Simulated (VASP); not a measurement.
# CsNdBr4 (F-43m) in VASP: a series of runs

CsNdBr4 is run at these levels: PBE; tasks: single point.

Everything below comes from runs of VASP 6.6.1. Logs are shortened: lines on timing, memory, paths and dates and some standing lists are left out, and cuts for length are marked.

### Step 1. The cell of the first run

The structure is cubic, space group F-43m (No. 216). The conventional cell has a = 9.576 Å, b = 9.576 Å, c = 9.576 Å, α = 90.00°, β = 90.00°, γ = 90.00°. Within 5.2 Å of Cs (site symmetry -43m) lie 12 Br at 3.97 Å and 4 Nd at 4.15 Å. Nd (site symmetry -43m) has 12 Br at 3.97 Å and 4 Cs at 4.15 Å within 5.2 Å. Within 4.4 Å of Br (site symmetry 3m) lie 6 Br at 3.38 to 3.39 Å and 3 Nd at 3.97 Å and 3 Cs at 3.97 Å.

The cell was built from a structure type or drawn by symmetry, and may not be a known phase.

### Step 2. Single point, PBE

INCAR reads:

```
SYSTEM = CsNdBr4
ALGO = Normal
EDIFF = 1E-6
ENCUT = 500
GGA = PE
GGA_COMPAT = .FALSE.
ISIF = 2
ISMEAR = 0
LASPH = .TRUE.
LCHARG = .FALSE.
LMAXMIX = 6
LREAL = .FALSE.
LWAVE = .FALSE.
NBANDS = 33
NELM = 200
PREC = Accurate
SIGMA = 0.1
```

KPOINTS reads:

```
k-points
0
G
  4 4 4
  0 0 0
```

POSCAR reads:

```
CsNdBr4
1.0
    0.0000000000      4.7880318200      4.7880318200
    4.7880318200      0.0000000000      4.7880318200
    4.7880318200      4.7880318200      0.0000000000
Cs Nd Br
1 1 4
Direct
    0.7500000000      0.7500000000      0.7500000000
    0.0000000000      0.0000000000      0.0000000000
    0.8754549900      0.3748483400      0.3748483400
    0.3748483400      0.3748483400      0.3748483400
    0.3748483400      0.8754549900      0.3748483400
    0.3748483400      0.3748483400      0.8754549900
```

Potentials or basis: VASP PAW PBE potentials, release 64 (Cs_sv, Nd_3, Br), 4f in core.

Launch:

```console
$ cat potpaw_PBE.64/Cs_sv/POTCAR potpaw_PBE.64/Nd_3/POTCAR potpaw_PBE.64/Br/POTCAR > POTCAR
$ mpirun -np 1 vasp_std > vasp.out
```

OUTCAR:

```text
SYSTEM = CsNdBr4
   EDIFF = 1E-6
   ENCUT = 500
   GGA = PE
   ISIF = 2
   ISMEAR = 0
   LASPH = .TRUE.
   LREAL = .FALSE.
   NELM = 200
   PREC = Accurate

 ion  position               nearest neighbor table
   1  0.750  0.750  0.750-
   2  0.000  0.000  0.000-
   3  0.875  0.375  0.375-
   4  0.375  0.375  0.375-
   5  0.375  0.875  0.375-
   6  0.375  0.375  0.875-

  LATTYP: Found a face centered cubic cell.
 ALAT       =     9.5760636400

  Lattice vectors:

 A1 = (   0.0000000000,   4.7880318200,   4.7880318200)
 A2 = (   4.7880318200,   0.0000000000,   4.7880318200)
 A3 = (   4.7880318200,   4.7880318200,   0.0000000000)

Analysis of symmetry for initial positions (statically):
=====================================================================
 Subroutine PRICEL returns:
 Original cell was already a primitive cell.

 Routine SETGRP: Setting up the symmetry group for a
 face centered cubic supercell.

 Subroutine GETGRP returns: Found 24 space group operations
 (whereof 24 operations were pure point group operations)
 out of a pool of 48 trial point group operations.

The static configuration has the point symmetry T_d .

Analysis of symmetry for dynamics (positions and initial velocities):
=====================================================================
 Subroutine PRICEL returns:
 Original cell was already a primitive cell.

 Routine SETGRP: Setting up the symmetry group for a
 face centered cubic supercell.

 Subroutine GETGRP returns: Found 24 space group operations
 (whereof 24 operations were pure point group operations)
 out of a pool of 48 trial point group operations.

The dynamic configuration has the point symmetry T_d .

 Subroutine INISYM returns: Found 24 space group operations
 (whereof 24 operations are pure point group operations),
 and found     1 'primitive' translations

----------------------------------------------------------------------------------------

                                     Primitive cell

  volume of cell :     219.5336

  direct lattice vectors                    reciprocal lattice vectors
     0.000000000  4.788031820  4.788031820    -0.104427042  0.104427042  0.104427042
     4.788031820  0.000000000  4.788031820     0.104427042 -0.104427042  0.104427042
[... 76 lines left out ...]
   EDIFF  = 0.1E-05   stopping-criterion for ELM
   LREAL  =      F    real-space projection
   EDIFFG = 0.1E-04   stopping-criterion for IOM
   NSW    =      0    number of steps for IOM
   IBRION =     -1    ionic relax: 0-MD 1-quasi-New 2-CG
   NFREE  =      0    steps in history (QN), initial steepest desc. (CG)
   ISIF   =      2    stress and relaxation
   ISYM   =      2    0-nonsym 1-usesym 2-fastsym
   POTIM  = 0.5000    time-step for ionic-motion
   TEBEG  =    0.0;   TEEND  =   0.0 temperature during run
   PSTRESS=    0.0 pullay stress
   NELECT =      48.0000    total number of electrons
   NUPDOWN=      -1.0000    fix difference up-down
   EMIN   =  10.00;   EMAX   =-10.00  energy-range for DOS
   EFERMI =   0.00;   METHOD = LEGACY
   ISMEAR =     0;   SIGMA  =   0.10  broadening in eV -4-tet -1-fermi 0-gaus
   EFERMI_NEDOS =   21; number of points for ismear=-14 and -15
   IALGO  =     38    algorithm
   IMIX   =      4    mixing-type and parameters
     AMIX     =   0.40;   BMIX     =  1.00
     AMIX_MAG =   1.60;   BMIX_MAG =  1.00
  volume/ion in A,a.u.               =      36.59       246.91
  Fermi-wavevector in a.u.,A,eV,Ry     =   0.986253  1.863747 13.234311  0.972694
  Thomas-Fermi vector in A             =   2.117620
   LORBIT       =      0    0 simple, 1 ext, 2 COOP (PROOUT), +10 PAW based schemes
   GGA     = PE    functional components
   LHFCALC =     F    Hartree Fock is set to
   AEXX    =    0.0000 exact exchange contribution
   IVDW    =     0    specifies the selected vdW correction
   LEPSILON=     F    determine dielectric tensor
   LRPA    =     F    only Hartree local field effects (RPA)
 non-spin polarized calculation
 Gauss-broadening in eV      SIGMA  =   0.10
  energy-cutoff  :      500.00
  volume of cell :      219.53
 maximum number of plane-waves:      5601
 NGX is ok and might be reduce to    50
   NGX = 25   NGY = 25   NGZ = 25

 number of electron      48.0000001 magnetization

 Free energy of the ion-electron system (eV)
  ---------------------------------------------------
  ext. energy  EPLUGINS =         0.00000000
  ---------------------------------------------------
  free energy    TOTEN  =       -15.03455253 eV

  energy without entropy =      -14.99876681  energy(sigma->0) =      -15.01665967

 E-fermi :   1.9948     XC(G=0):  -8.3069

 val. band max:        1.9762390229   @ k =   0.5000   0.0000   0.0000
 cond. band min:       2.0464046952   @ k =   0.0000   0.0000   0.0000
 fundamental gap:      0.0701656723
 Fermi energy:         1.9947554551

 k-point     1 :       0.0000    0.0000    0.0000
  band No.  band energies     occupation
      1     -39.2538      2.00000
      2     -20.3461      2.00000
      3     -20.1624      2.00000
      4     -20.1624      2.00000
      5     -20.1624      2.00000
      6     -12.6729      2.00000
[... 277 lines left out ...]
     32       6.4099      0.00000
     33       6.6987      0.00000

------------------------ aborting loop because EDIFF is reached ----------------------------------------

  FORCE on cell =-STRESS in cart. coord.  units (eV):
  Direction    XX          YY          ZZ          XY          YZ          ZX
  --------------------------------------------------------------------------------------
  -------------------------------------------------------------------------------------
  Total       -2.5081115     -2.5081115     -2.5081115     -0.0000000     -0.0000000      0.0000000
  in kB      -18.3044353    -18.3044353    -18.3044353     -0.0000000     -0.0000000      0.0000000
  external PRESSURE =     -18.3044353 kB  Pullay stress =       0.0000000 kB

 VOLUME and BASIS-vectors are now :
 -----------------------------------------------------------------------------
  energy-cutoff  :      500.00
  volume of cell :      219.53
      direct lattice vectors                 reciprocal lattice vectors
     0.000000000  4.788031820  4.788031820    -0.104427042  0.104427042  0.104427042
     4.788031820  0.000000000  4.788031820     0.104427042 -0.104427042  0.104427042
     4.788031820  4.788031820  0.000000000     0.104427042  0.104427042 -0.104427042

 POSITION                                       TOTAL-FORCE (eV/Angst)
 -----------------------------------------------------------------------------------
      7.18205      7.18205      7.18205         0.000000      0.000000      0.000000
      0.00000      0.00000      0.00000         0.000000      0.000000      0.000000
      3.58957      5.98649      5.98649        -0.011684      0.011684      0.011684
      3.58957      3.58957      3.58957        -0.011684     -0.011684     -0.011684
      5.98649      3.58957      5.98649         0.011684     -0.011684      0.011684
      5.98649      5.98649      3.58957         0.011684      0.011684     -0.011684
 -----------------------------------------------------------------------------------
    total drift:                               -0.000063     -0.000063     -0.000063

  FREE ENERGIE OF THE ION-ELECTRON SYSTEM (eV)
  ---------------------------------------------------
  free  energy   TOTEN  =       -15.0345525319 eV

  energy  without entropy=      -14.9987668090  energy(sigma->0) =      -15.01665967
```

stdout:

```text
POSCAR found type information on POSCAR CsNdBr
 POSCAR found :  3 types and       6 ions
 scaLAPACK will be used
 LDA part: xc-table for (Slater+PW92), standard interpolation
 POSCAR, INCAR and KPOINTS ok, starting setup
 FFT: planning ... GRIDC
 FFT: planning ... GRID_SOFT
 FFT: planning ... GRID
 WAVECAR not read
 entering main loop
```

Run time: 86 s. Hardware: 1 thread of Intel Xeon Platinum 8259CL at 2.50GHz (Skylake/Cascade Lake), shared host; peak memory 0.37 GiB.

Results:

| Item | Value |
| --- | --- |
| Free energy | -15.0346 eV |
| Pressure | -1.8 GPa |
| Largest force | 0.020 eV/Å |
| Band gap on the k mesh | zero (bands 24 and 25 overlap by 0.07 eV) |

Forces in eV/Å, atoms in the order of the input:
```
Cs   0.000  0.000  0.000
Nd   0.000  0.000  0.000
Br  -0.012  0.012  0.012
Br  -0.012 -0.012 -0.012
Br   0.012 -0.012  0.012
Br   0.012  0.012 -0.012
```

Levels at points of the mesh, in eV from the Fermi level:
| k point | band 20 | band 21 | band 22 | band 23 | band 24 | band 25 | band 26 | band 27 | band 28 | band 29 |
| --- | --- | --- | --- | --- | --- | --- | --- | --- | --- | --- |
| (0.00, 0.00, 0.00) | -0.95 | -0.95 | -0.20 | 0.05 | 0.05 | 0.05 | 0.31 | 0.31 | 0.31 | 0.81 |
| (0.50, 0.00, 0.00) | -2.19 | -1.80 | -0.93 | -0.15 | -0.15 | -0.02 | 0.50 | 0.50 | 0.57 | 0.57 |
| (0.50, 0.50, 0.00) | -2.19 | -2.03 | -2.03 | -0.23 | -0.23 | 0.15 | 0.24 | 0.24 | 0.28 | 0.79 |

Caveat: spin-orbit coupling is left out, which moves the levels of the heavy elements; the 4f electrons are frozen in the core, so they carry no moment and show no levels; the run has no spin polarisation, though such a crystal can be magnetic.

### Step 3. Single point, PBE

This run uses another cell than the first one, of 33.30 Å³/atom.

INCAR reads:

```
SYSTEM = CsNdBr4
PREC     = Accurate       ! precision mode
ENCUT    = 500            ! plane-wave cutoff, eV
EDIFF    = 1E-6           ! SCF threshold, eV
ISMEAR   = 0              ! smearing method
SIGMA    = 0.1            ! smearing width, eV
LREAL    = .False.        ! projectors in reciprocal space
LASPH    = .True.         ! aspherical terms in the spheres
NELM     = 200            ! most SCF steps
ALGO     = Normal         ! electronic algorithm
ISIF     = 2              ! what is computed and relaxed
LWAVE    = .False.        ! write WAVECAR
LCHARG   = .False.        ! write CHGCAR
GGA      = PE             ! functional
NBANDS   = 33             ! bands
GGA_COMPAT= .False.      
LMAXMIX  = 6              ! l up to which the mixer works
```

KPOINTS reads:

```
Automatic mesh
0
Gamma
  8 8 8
  0 0 0
```

POSCAR reads:

```
CsNdBr4
1.0
    0.0000000000      4.6402431869      4.6402431869
    4.6402431869      0.0000000000      4.6402431869
    4.6402431869      4.6402431869      0.0000000000
Cs Nd Br
1 1 4
Direct
    0.7500000000      0.7500000000      0.7500000000
    0.0000000000      0.0000000000      0.0000000000
    0.8754895104      0.3748368299      0.3748368299
    0.3748368299      0.3748368299      0.3748368299
    0.3748368299      0.8754895104      0.3748368299
    0.3748368299      0.3748368299      0.8754895104
```

Potentials or basis: VASP PAW PBE potentials, release 64 (Cs_sv, Nd_3, Br), 4f in core.

Launch:

```console
$ cat potpaw_PBE.64/Cs_sv/POTCAR potpaw_PBE.64/Nd_3/POTCAR potpaw_PBE.64/Br/POTCAR > POTCAR
$ mpirun -np 1 vasp_std > vasp.out
```

Run time: 3 min. Hardware: 1 thread of Intel Xeon Platinum 8259CL at 2.50GHz (Skylake/Cascade Lake), shared host; peak memory 0.43 GiB.

Results (log left out):

| Quantity | Value |
| --- | --- |
| Free energy | -15.1585 eV |
| Pressure | 0.0 GPa |
| Largest force | 0.005 eV/Å |
| Band gap on the k mesh | zero (bands 24 and 25 overlap by 0.13 eV) |

Forces in eV/Å, atoms in the order of the input:
```
Cs   0.000  0.000  0.000
Nd   0.000  0.000  0.000
Br  -0.003  0.003  0.003
Br  -0.003 -0.003 -0.003
Br   0.003 -0.003  0.003
Br   0.003  0.003 -0.003
```

Levels at points of the mesh, in eV from the Fermi level:
| k point | band 21 | band 22 | band 23 | band 24 | band 25 | band 26 | band 27 | band 28 |
| --- | --- | --- | --- | --- | --- | --- | --- | --- |
| (0.00, 0.00, 0.00) | -1.03 | -0.16 | 0.08 | 0.08 | 0.08 | 0.38 | 0.38 | 0.38 |
| (0.50, 0.00, 0.00) | -2.09 | -1.01 | -0.16 | -0.16 | -0.05 | 0.62 | 0.62 | 0.68 |
| (0.50, 0.50, 0.00) | -2.32 | -2.32 | -0.25 | -0.25 | 0.18 | 0.28 | 0.28 | 0.35 |

Caveat: spin-orbit coupling is left out, which moves the levels of the heavy elements; the 4f electrons are frozen in the core, so they carry no moment and show no levels; the run has no spin polarisation, though such a crystal can be magnetic. Spin polarisation is off, so any magnetic state and its effect on volume and gap are missing.
